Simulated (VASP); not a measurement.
# Na (I4/mmm) in VASP: notebook

Runs on Na. Level: PBEsol. Tasks: single point.

Program: VASP 6.6.1. These are calculated values, not measurements. Logs are shortened: lines on timing, memory, paths and dates and some standing lists are left out, and cuts for length are marked.

## 1. The cell of the first run

The structure is tetragonal, space group I4/mmm (No. 139). The conventional cell has a = 3.987 Å, b = 3.987 Å, c = 4.733 Å, α = 90.00°, β = 90.00°, γ = 90.00°. Within 4.8 Å of Na (site symmetry 4/mmm) lie 14 Na at 3.68 to 4.73 Å.

## 2. Single point, PBEsol

The input, INCAR:

```
PREC = Accurate
ENCUT = 520
EDIFF = 1E-6
ISMEAR = 0
SIGMA = 0.15
LREAL = F
LASPH = T
NELM = 60
ALGO = Fast
ISIF = 2
LWAVE = F
LCHARG = F
GGA = PS
NBANDS = 10
```

The input, KPOINTS:

```
regular mesh
0
Gamma
  20 20 20
```

The input, POSCAR:

```
Na
1.0
   -1.9934069421      1.9934069421      2.3664734972
    1.9934069421     -1.9934069421      2.3664734972
    1.9934069421      1.9934069421     -2.3664734972
Na
1
Direct
    0.0000000000      0.0000000000      0.0000000000
```

Potentials or basis: VASP PAW PBE potentials, release 64 (Na_pv).

Run with:

```bash
cat potpaw_PBE.64/Na_pv/POTCAR > POTCAR
mpirun -np 1 vasp_std > vasp.out
```

OUTCAR:

```text
PREC = Accurate
   ENCUT = 520
   EDIFF = 1E-6
   ISMEAR = 0
   LREAL = F
   LASPH = T
   NELM = 60
   ISIF = 2
   GGA = PS

 ion  position               nearest neighbor table
   1  0.000  0.000  0.000-

  LATTYP: Found a body centered tetragonal cell.
 ALAT       =     3.9868138842
 C/A-ratio  =     1.1871502237

  Lattice vectors:

 A1 = (  -1.9934069421,   1.9934069421,   2.3664734972)
 A2 = (   1.9934069421,  -1.9934069421,   2.3664734972)
 A3 = (   1.9934069421,   1.9934069421,  -2.3664734972)

Analysis of symmetry for initial positions (statically):
=====================================================================
 Subroutine PRICEL returns:
 Original cell was already a primitive cell.

 Routine SETGRP: Setting up the symmetry group for a
 body centered tetragonal supercell.

 Subroutine GETGRP returns: Found 16 space group operations
 (whereof 16 operations were pure point group operations)
 out of a pool of 16 trial point group operations.

The static configuration has the point symmetry D_4h.

Analysis of symmetry for dynamics (positions and initial velocities):
=====================================================================
 Subroutine PRICEL returns:
 Original cell was already a primitive cell.

 Routine SETGRP: Setting up the symmetry group for a
 body centered tetragonal supercell.

 Subroutine GETGRP returns: Found 16 space group operations
 (whereof 16 operations were pure point group operations)
 out of a pool of 16 trial point group operations.

The dynamic configuration has the point symmetry D_4h.

 Subroutine INISYM returns: Found 16 space group operations
 (whereof 16 operations are pure point group operations),
 and found     1 'primitive' translations

----------------------------------------------------------------------------------------

                                     Primitive cell

  volume of cell :      37.6144

  direct lattice vectors                    reciprocal lattice vectors
    -1.993406942  1.993406942  2.366473497     0.000000000  0.250826858  0.211284851
     1.993406942 -1.993406942  2.366473497     0.250826858  0.000000000  0.211284851
     1.993406942  1.993406942 -2.366473497     0.250826858  0.250826858  0.000000000

  length of vectors
     3.680698206  3.680698206  3.680698206     0.327956401  0.327956401  0.354722744

  position of ions in fractional coordinates (direct lattice)
     0.000000000  0.000000000  0.000000000

  ion indices of the primitive-cell ions
   primitive index   ion index
                 1           1

----------------------------------------------------------------------------------------

 KPOINTS: regular mesh

Automatic generation of k-mesh.
 Grid dimensions read from file:
 generate k-points for:   20   20   20

 Generating k-lattice:

  Cartesian coordinates                     Fractional coordinates (reciprocal lattice)
     0.000000000  0.012541343  0.010564243     0.050000000  0.000000000  0.000000000
     0.012541343  0.000000000  0.010564243     0.000000000  0.050000000  0.000000000
     0.012541343  0.012541343  0.000000000     0.000000000  0.000000000  0.050000000

  Length of vectors
     0.016397820  0.016397820  0.017736137

  Shift w.r.t. Gamma in fractional coordinates (k-lattice)
     0.000000000  0.000000000  0.000000000

 Subroutine IBZKPT returns following result:
 ===========================================

 Found    641 irreducible k-points:

 Following reciprocal coordinates:
            Coordinates               Weight
  0.000000  0.000000  0.000000      1.000000
  0.050000  0.000000  0.000000      8.000000
  0.100000  0.000000 -0.000000      8.000000
  0.150000  0.000000  0.000000      8.000000
  0.200000  0.000000 -0.000000      8.000000
  0.250000  0.000000  0.000000      8.000000
[... 16 lines left out ...]
 -0.400000  0.050000  0.000000     16.000000
 -0.350000  0.050000  0.000000     16.000000
 [... further k-points ...]
   k-points           NKPTS =    641   k-points in BZ     NKDIM =    641   number of bands    NBANDS=     10
   number of dos      NEDOS =    301   number of ions     NIONS =      1
   total plane-waves  NPLWV =  21952
   dimension x,y,z NGX =    28 NGY =   28 NGZ =   28
   dimension x,y,z NGXF=    56 NGYF=   56 NGZF=   56
   ions per type =               1
   NGX,Y,Z   is equivalent  to a cutoff of  12.65, 12.65, 12.65 a.u.
   NGXF,Y,Z  is equivalent  to a cutoff of  25.29, 25.29, 25.29 a.u.
 SYSTEM =  unknown system
   PREC   = accura    normal or accurate (medium, high low for compatibility)
   ISTART =      0    job   : 0-new  1-cont  2-samecut
   ICHARG =      2    charge: 1-file 2-atom 10-const
   ISPIN  =      1    spin polarized calculation?
   LNONCOLLINEAR =      F non collinear calculations
   LSORBIT =      F    spin-orbit coupling
   LASPH  =      T    aspherical Exc in radial PAW
   ENCUT  =  520.0 eV  38.22 Ry    6.18 a.u.   6.84  6.84  6.84*2*pi/ulx,y,z
   NELM   =     60;   NELMIN=  2; NELMDL= -5     # of ELM steps
   EDIFF  = 0.1E-05   stopping-criterion for ELM
   LREAL  =      F    real-space projection
   EDIFFG = 0.1E-04   stopping-criterion for IOM
   NSW    =      0    number of steps for IOM
   IBRION =     -1    ionic relax: 0-MD 1-quasi-New 2-CG
   NFREE  =      0    steps in history (QN), initial steepest desc. (CG)
   ISIF   =      2    stress and relaxation
   ISYM   =      2    0-nonsym 1-usesym 2-fastsym
   POTIM  = 0.5000    time-step for ionic-motion
   TEBEG  =    0.0;   TEEND  =   0.0 temperature during run
   PSTRESS=    0.0 pullay stress
   NELECT =       7.0000    total number of electrons
   NUPDOWN=      -1.0000    fix difference up-down
   EMIN   =  10.00;   EMAX   =-10.00  energy-range for DOS
   EFERMI =   0.00;   METHOD = LEGACY
   ISMEAR =     0;   SIGMA  =   0.15  broadening in eV -4-tet -1-fermi 0-gaus
   EFERMI_NEDOS =   21; number of points for ismear=-14 and -15
   IALGO  =     68    algorithm
   IMIX   =      4    mixing-type and parameters
     AMIX     =   0.40;   BMIX     =  1.00
     AMIX_MAG =   1.60;   BMIX_MAG =  1.00
  volume/ion in A,a.u.               =      37.61       253.83
  Fermi-wavevector in a.u.,A,eV,Ry     =   0.934666  1.766262 11.886050  0.873600
  Thomas-Fermi vector in A             =   2.061494
   LORBIT       =      0    0 simple, 1 ext, 2 COOP (PROOUT), +10 PAW based schemes
   GGA     = PS    functional components
   LHFCALC =     F    Hartree Fock is set to
   AEXX    =    0.0000 exact exchange contribution
   IVDW    =     0    specifies the selected vdW correction
   LEPSILON=     F    determine dielectric tensor
   LRPA    =     F    only Hartree local field effects (RPA)
 non-spin polarized calculation
 RMM-DIIS sequential band-by-band and
 Gauss-broadening in eV      SIGMA  =   0.15
  energy-cutoff  :      520.00
  volume of cell :       37.61
 maximum number of plane-waves:      1037
   NGX = 13   NGY = 13   NGZ = 13

 number of electron       7.0000002 magnetization

 Free energy of the ion-electron system (eV)
  ---------------------------------------------------
  ext. energy  EPLUGINS =         0.00000000
  ---------------------------------------------------
  free energy    TOTEN  =        -1.40069991 eV

  energy without entropy =       -1.39581587  energy(sigma->0) =       -1.39825789

 E-fermi :   0.2715     XC(G=0):  -6.4626

 val. band max:        0.2647078056   @ k =  -0.2500  -0.4000   0.2000
 cond. band min:       0.2809027136   @ k =  -0.3500   0.4000   0.1500
 fundamental gap:      0.0161949080
 Fermi energy:         0.2714542667

 k-point     1 :       0.0000    0.0000    0.0000
  band No.  band energies     occupation
      1     -24.5333      2.00000
      2     -24.5333      2.00000
      3     -24.5333      2.00000
      4      -2.9827      2.00000
      5      11.3221      0.00000
      6      11.3221      0.00000
      7      11.8721      0.00000
      8      12.6180      0.00000
      9      13.0003      0.00000
     10      13.0472      0.00000

 k-point     2 :       0.0500    0.0000    0.0000
  band No.  band energies     occupation
      1     -24.5341      2.00000
      2     -24.5335      2.00000
      3     -24.5333      2.00000
      4      -2.9409      2.00000
      5      10.6501      0.00000
      6      11.1615      0.00000
      7      11.6243      0.00000
      8      12.7034      0.00000
      9      13.1357      0.00000
     10      13.1815      0.00000

 k-point     3 :       0.1000    0.0000   -0.0000
  band No.  band energies     occupation
      1     -24.5366      2.00000
      2     -24.5341      2.00000
      3     -24.5333      2.00000
      4      -2.8156      2.00000
      5       9.4399      0.00000
      6      10.8256      0.00000
      7      11.4391      0.00000
      8      12.4342      0.00000
      9      12.8508      0.00000
     10      13.3913      0.00000

 k-point     4 :       0.1500    0.0000    0.0000
  band No.  band energies     occupation
      1     -24.5404      2.00000
      2     -24.5351      2.00000
      3     -24.5334      2.00000
      4      -2.6075      2.00000
      5       8.2030      0.00000
      6      10.4665      0.00000
      7      11.2204      0.00000
      8      12.1618      0.00000
      9      12.2856      0.00000
     10      13.5797      0.00000
[... 222 lines left out ...]
 k-point    22 :      -0.4500    0.0500    0.0000
  band No.  band energies     occupation
      1     -24.5657      2.00000
      2     -24.5419      2.00000
      3     -24.5344      2.00000
      4       0.0413      1.96997
      5       2.3050      0.00000
      6       8.7928      0.00000
      7       9.7636      0.00000
      8      10.8374      0.00000
      9      11.3861      0.00000
     10      13.1477      0.00000

 k-point    23 :      -0.4000    0.0500    0.0000
  band No.  band energies     occupation
      1     -24.5627      2.00000
      2     -24.5410      2.00000
      3     -24.5344      2.00000
      4      -0.5975      2.00000
      5       3.2146      0.00000
      6       8.9724      0.00000
      7       9.8488      0.00000
      8      11.0292      0.00000
      9      11.3467      0.00000
     10      12.9437      0.00000

 k-point    24 :      -0.3500    0.0500    0.0000
  band No.  band energies     occupation
      1     -24.5586      2.00000
      2     -24.5398      2.00000
      3     -24.5344      2.00000
      4      -1.1664      2.00000
      5       4.1958      0.00000
      6       9.1963      0.00000
      7      10.0245      0.00000
      8      11.2553      0.00000
      9      11.3412      0.00000
     10      12.8801      0.00000

 [... further k-points ...]
[... 5 lines left out ...]
  --------------------------------------------------------------------------------------
  -------------------------------------------------------------------------------------
  Total       -0.0357599     -0.0357599     -0.0346439      0.0000000      0.0000000      0.0000000
  in kB       -1.5231881     -1.5231881     -1.4756498      0.0000000      0.0000000      0.0000000
  external PRESSURE =      -1.5073420 kB  Pullay stress =       0.0000000 kB

 VOLUME and BASIS-vectors are now :
 -----------------------------------------------------------------------------
  energy-cutoff  :      520.00
  volume of cell :       37.61
      direct lattice vectors                 reciprocal lattice vectors
    -1.993406942  1.993406942  2.366473497     0.000000000  0.250826858  0.211284851
     1.993406942 -1.993406942  2.366473497     0.250826858  0.000000000  0.211284851
     1.993406942  1.993406942 -2.366473497     0.250826858  0.250826858  0.000000000

 POSITION                                       TOTAL-FORCE (eV/Angst)
 -----------------------------------------------------------------------------------
      0.00000      0.00000      0.00000         0.000000      0.000000      0.000000
 -----------------------------------------------------------------------------------
    total drift:                               -0.000000     -0.000000     -0.000000

  FREE ENERGIE OF THE ION-ELECTRON SYSTEM (eV)
  ---------------------------------------------------
  free  energy   TOTEN  =        -1.4006999065 eV

  energy  without entropy=       -1.3958158677  energy(sigma->0) =       -1.39825789
```

Wall time 1.9 min (1 thread of Intel Xeon Platinum 8488C (Sapphire Rapids), shared host); peak memory 0.3 GiB.

Results:

```
Free energy : -1.4007 eV
Pressure    : -0.2 GPa
```

Levels at points of the mesh, in eV from the Fermi level:
```csv
k point,band 1,band 2,band 3,band 4,band 5,band 6,band 7,band 8
"(0.00, 0.00, 0.00)",-24.80,-24.80,-24.80,-3.25,11.05,11.05,11.60,12.35
"(0.50, 0.00, 0.00)",-24.84,-24.81,-24.81,0.59,1.01,8.97,9.91,10.01
"(0.50, 0.50, 0.00)",-24.84,-24.82,-24.81,1.19,1.73,6.94,7.83,7.93
"(0.50, 0.50, 0.50)",-24.84,-24.82,-24.82,3.10,3.47,5.27,5.87,5.87
```

Caveat: the PAW data sets were made with another functional, which shifts forces and pressure a little.

## 3. Single point, PBEsol

This run uses another cell than the first one, of the same volume but with other edges.

The input, INCAR:

```
PREC = Accurate ; ENCUT = 520
EDIFF = 1E-7 ; ISMEAR = 0
SIGMA = 0.15 ; LREAL = False
LASPH = True ; NELM = 80
ALGO = Fast ; ISIF = 2
LWAVE = False ; LCHARG = True
GGA = PS ; LELF = True
LVHAR = True ; NBANDS = 10
```

The input, KPOINTS:

```
Automatic mesh
0
Gamma
  20 20 20
```

The input, POSCAR:

```
Na
1.0
   -1.7769499393      1.7769499393      2.9781268488
    1.7769499393     -1.7769499393      2.9781268488
    1.7769499393      1.7769499393     -2.9781268488
Na
1
Direct
    0.0000000000      0.0000000000      0.0000000000
```

Potentials or basis: VASP PAW PBE potentials, release 64 (Na_pv).

Run with:

```bash
cat potpaw_PBE.64/Na_pv/POTCAR > POTCAR
mpirun -np 1 vasp_std > vasp.out
```

It took 3.7 min on 1 thread of Intel Xeon Platinum 8488C (Sapphire Rapids), shared host; peak memory 0.31 GiB.

Results (log left out):

```
Free energy : -1.3939 eV
Pressure    : -0.2 GPa
```

Stress tensor (GPa, compression positive):
```
 0.03  0.00  0.00
 0.00  0.03  0.00
 0.00  0.00 -0.70
```

Levels at points of the mesh, in eV from the Fermi level:
```
           k point  band 1  band 2  band 3  band 4  band 5  band 6  band 7  band 8
(0.00, 0.00, 0.00)  -24.80  -24.80  -24.80   -3.24   10.77   11.43   11.43   12.19
(0.50, 0.00, 0.00)  -24.84  -24.81  -24.80    0.59    1.02    8.71    8.97   11.30
(0.50, 0.50, 0.00)  -24.84  -24.83  -24.81    2.36    2.87    5.93    6.52    6.72
(0.50, 0.50, 0.50)  -24.83  -24.81  -24.81    0.76    1.24    7.27    8.36    8.36
```

Caveat: the PAW data sets were made with another functional, which shifts forces and pressure a little.
